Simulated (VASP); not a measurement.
A run of VASP 6.6.1 is set up as follows.

File INCAR:

```
SYSTEM = SnSe2
  ALGO = Normal
  EDIFF = 1E-6
  ENCUT = 520
  GGA = PE
  ISIF = 2
  ISMEAR = 0
  LASPH = .TRUE.
  LCHARG = .TRUE.
  LELF = .TRUE.
  LREAL = .FALSE.
  LVHAR = .TRUE.
  LWAVE = .FALSE.
  NBANDS = 20
  NELM = 80
  PREC = Accurate
  SIGMA = 0.01
```

File KPOINTS:

```
k-points
0
G
  6 6 4
  0 0 0
```

POSCAR

```
SnSe2
1.0
    3.8110000000      0.0000000000      0.0000000000
   -1.9055000000      3.3004200000      0.0000000000
    0.0000000000      0.0000000000      6.1360000000
Sn Se
1 2
Direct
    0.0000000000      0.0000000000      0.0000000000
    0.3333333333      0.6666666667      0.2490000000
    0.6704540634      0.3409081268      0.7510000000
```

Potentials or basis: VASP PAW PBE potentials, release 64 (Sn_d, Se).

Run with:

```bash
$ cat potpaw_PBE.64/Sn_d/POTCAR potpaw_PBE.64/Se/POTCAR > POTCAR
$ mpirun -np 1 vasp_std > vasp.out
```

**Question.** Predict the pressure.

**Answer.** 5.7 GPa.

**Question.** Estimate the largest force.

**Answer.** 0.807 eV/Å.

Stress tensor (GPa, compression positive):
```
5.13 0.00 0.00
0.00 5.30 0.34
0.00 0.34 6.58
```

Caveat: this functional lacks dispersion, which binds the layers, so the pressure and a relaxed spacing across them are unreliable.
